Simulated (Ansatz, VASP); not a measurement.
One calculation of Sn, two programs

File INCAR:

```
PREC = Accurate
ENCUT = 600
EDIFF = 1E-6
ISMEAR = -1
SIGMA = 0.05
LREAL = False
LASPH = True
NELM = 60
ALGO = Fast
ISIF = 3
LWAVE = False
LCHARG = False
GGA = RE
IVDW = 12
IBRION = 2
NSW = 60
EDIFFG = -0.01
```

KPOINTS

```
Automatic mesh
0
Gamma
  10 10 10
```

File POSCAR:

```
Sn
1.0
   -1.8946518192      1.8946518192      1.8946518192
    1.8946518192     -1.8946518192      1.8946518192
    1.8946518192      1.8946518192     -1.8946518192
Sn
1
Direct
    0.0000000000      0.0000000000      0.0000000000
```

File input.yaml:

```yaml
crystal:
  lattice:
    - [-1.8946518192, 1.8946518192, 1.8946518192]
    - [1.8946518192, -1.8946518192, 1.8946518192]
    - [1.8946518192, 1.8946518192, -1.8946518192]
  atoms:
    - { symbol: Sn, position: [0.0, 0.0, 0.0] }
hamiltonian:
  xc: revpbe
  pseudopotentials: { kind: paw }
  dispersion: d3bj
kpoints:
  mp_grid: { grid: [10, 10, 10] }
scf:
  occupations: { method: fermi_dirac, width: 0.05 }
output:
  forces: true
  stress: true
  eigenvalues: true
relax:
  f_tol: 0.01
  max_steps: 40
  cell: { stress_tol: 0.05 }
```

Alike in both runs: task relaxation of cell and atoms; functional revPBE; dispersion D3(BJ); k mesh 10 × 10 × 10; occupations fermi-dirac, width 0.05 eV; no spin polarisation.

|  | VASP | Ansatz |
| --- | --- | --- |
| version | VASP 6.6.1 | Ansatz 0.2.0 |
| potentials or method | VASP PAW PBE potentials, release 64 (Sn_d) | Ansatz PAW |
| plane-wave cutoff (eV) | 600 | 420 |
| valence electrons in the cell | 14 | 14 |

```csv
,VASP,Ansatz,Ansatz less VASP
"gap on the k mesh at the Fermi level, each at its own relaxed structure (eV)",none,none,-
relaxed volume (Å³/atom),25.71,25.74,+0.021
relaxed cell length with the largest relative difference (Å),3.221,3.221,+0.0009
```

VASP's potentials were made for PBE, not for revPBE. A gap of «none» marks a metal or a gap that the smearing closes.

Noted on Ansatz's run: the plane-wave basis is chosen anew once the cell has moved, so the energies of steps on either side of that aren't comparable.
